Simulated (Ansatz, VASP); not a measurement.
## One calculation of C, two programs

```
CELL_PARAMETERS angstrom
4.11033 0.00000 0.00000
-2.05517 3.55965 0.00000
0.00000 0.00000 4.40648
ATOMIC_POSITIONS crystal
C 0.08184 0.72240 0.93715
C 0.27760 0.35944 0.60382
C 0.64056 0.91816 0.27048
C 0.91816 0.27760 0.43715
C 0.72240 0.64056 0.10382
C 0.35944 0.08184 0.77048
C 0.08184 0.35944 0.89618
C 0.64056 0.72240 0.56285
C 0.27760 0.91816 0.22952
C 0.91816 0.64056 0.39618
C 0.35944 0.27760 0.06285
C 0.72240 0.08184 0.72952
```

Alike in both runs: task relaxation of cell and atoms; functional PBE; k mesh 6 × 6 × 4; occupations gaussian, width 0.1 eV; no spin polarisation.

|  | VASP | Ansatz |
| --- | --- | --- |
| version | VASP 6.6.1 | Ansatz 0.2.0 |
| potentials or method | VASP PAW PBE potentials, release 64 (C), cutoff 600 eV | scalar-relativistic, plane waves, PAW |
| valence electrons in the cell | 48 | 48 |

Ansatz gave:

* gap on the k mesh at the Fermi level, each at its own relaxed structure (eV): 2.11
* relaxed volume (Å³/atom): 6.22
* relaxed cell length with the largest relative difference (Å): 4.987

Question: What did VASP give for the same quantities?

Answer: gap on the k mesh at the Fermi level, each at its own relaxed structure (eV): 2.11; relaxed volume (Å³/atom): 6.23; relaxed cell length with the largest relative difference (Å): 4.991.

Noted on VASP's run: the volume moved by over 15 % at a fixed basis, so the end points are rough.
